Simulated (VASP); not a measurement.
Write the native input for VASP 6.6.1 that does the following.

```yaml
Task: single point
Functional: r2SCAN
Potentials_or_basis: VASP PAW PBE potentials, release 64 (Au)
Cutoff: 520 eV
k_mesh: 8 × 8 × 8
Occupations: gaussian, width 0.05 eV
Spin: no spin polarisation
Dipole_correction: no
Further_INCAR_settings: ALGO = Normal; EDIFF = 1e-07; NBANDS = 12
```

Crystal: Au.

```
CELL_PARAMETERS angstrom
2.57762 0.00000 0.00000
0.00000 2.57762 0.00000
0.00000 0.00000 2.57762
ATOMIC_POSITIONS crystal
Au 0.00000 0.00000 0.00000
```

The input as run:

POSCAR

```
Au
1.0
    2.5776246386      0.0000000000      0.0000000000
    0.0000000000      2.5776246386      0.0000000000
    0.0000000000      0.0000000000      2.5776246386
Au
1
Direct
    0.0000000000      0.0000000000      0.0000000000
```

INCAR.step1

```
SYSTEM = Au
  PREC = Accurate
  ENCUT = 520
  ISMEAR = 0
  SIGMA = 0.05
  LREAL = .FALSE.
  LASPH = .TRUE.
  NELM = 80
  NBANDS = 12
  GGA = PE
  ALGO = Normal
  EDIFF = 1E-4
  LWAVE = .TRUE.
  LCHARG = .FALSE.
```

INCAR.step2

```
SYSTEM = Au
  PREC = Accurate
  ENCUT = 520
  EDIFF = 1E-7
  ISMEAR = 0
  SIGMA = 0.05
  LREAL = .FALSE.
  LASPH = .TRUE.
  NELM = 80
  ALGO = Normal
  ISIF = 2
  LWAVE = .FALSE.
  LCHARG = .FALSE.
  METAGGA = R2SCAN
  LMIXTAU = .TRUE.
  NBANDS = 12
  ISTART = 1
```

KPOINTS

```
Automatic mesh
0
G
  8 8 8
  0 0 0
```

Potentials or basis: VASP PAW PBE potentials, release 64 (Au).

Launch:

```console
$ cat potpaw_PBE.64/Au/POTCAR > POTCAR
$ cp INCAR.step1 INCAR
$ mpirun -np 1 vasp_std > vasp.out
$ cp INCAR.step2 INCAR
$ mpirun -np 1 vasp_std > vasp.out
```

It gave:

```
Pressure : 30.4 GPa
```

Caveat: the PAW data sets were made with another functional, which shifts forces and pressure a little.

It took 11 s on 1 thread of Intel(R) Xeon(R) 6975P-C (Granite Rapids) (shared host), peak memory 0.13 GiB.
